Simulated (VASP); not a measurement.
The system is BN.

```
B N
1.0
     2.32025    0.00000    0.00000
    -1.16012    2.16833    0.00000
     0.00000    0.00000    6.77595
B N
2 2
Cartesian
  0.0000 1.4456 1.6940
  1.1601 0.7228 5.0820
  0.0000 1.4456 5.0820
  1.1601 0.7228 1.6940
```

This cell differs from its parent crystal: normal strain along x -0.0733, normal strain along z -0.0367.

| Property | Result |
| --- | --- |
| Program | VASP 6.6.1 |
| Task | relaxation of the atoms |
| Functional | PBEsol |
| Potentials or basis | VASP PAW PBE potentials, release 64 (B, N) |
| Cutoff | 520 eV |
| k mesh | 12 × 12 × 4 |
| Occupations | gaussian, width 0.05 eV |
| Spin | no spin polarisation |

At the start: pressure 33.9 GPa; volume 8.52 Å³/atom.

Task: Where does the relaxation end?

Result: Over 8 steps the energy falls by 11.6 meV/atom; space group Cmcm (No. 63, to 0.05 Å).

The path:
| step | energy change (eV) | largest force (eV/Å) | pressure (GPa) |
| --- | --- | --- | --- |
| 1 | 0.0000 | 1.5539 | 33.87 |
| 2 | 0.8123 | 7.5456 | 36.59 |
| 3 | -0.0465 | 0.0177 | 32.48 |
| 4 | -0.0465 | 0.0234 | 32.50 |
| 5 | -0.0465 | 0.0218 | 32.50 |
| 6 | -0.0465 | 0.0185 | 32.50 |
| 7 | -0.0465 | 0.0103 | 32.49 |
| 8 | -0.0465 | 0.0051 | 32.49 |

Final structure:
```
B N
1.0
     2.32025    0.00000    0.00000
    -1.16012    2.16833    0.00000
     0.00000    0.00000    6.77595
B N
2 2
Direct
  0.33658 0.67316 0.25000
  0.66342 0.32684 0.75000
  0.33693 0.67386 0.75000
  0.66307 0.32614 0.25000
```

Caveat: the cell differs from its parent crystal (normal strain along x -0.0733, normal strain along z -0.0367); the PAW data sets were made with another functional, which shifts forces and pressure a little; this functional lacks dispersion, which binds the layers, so the pressure and a relaxed spacing across them are unreliable.
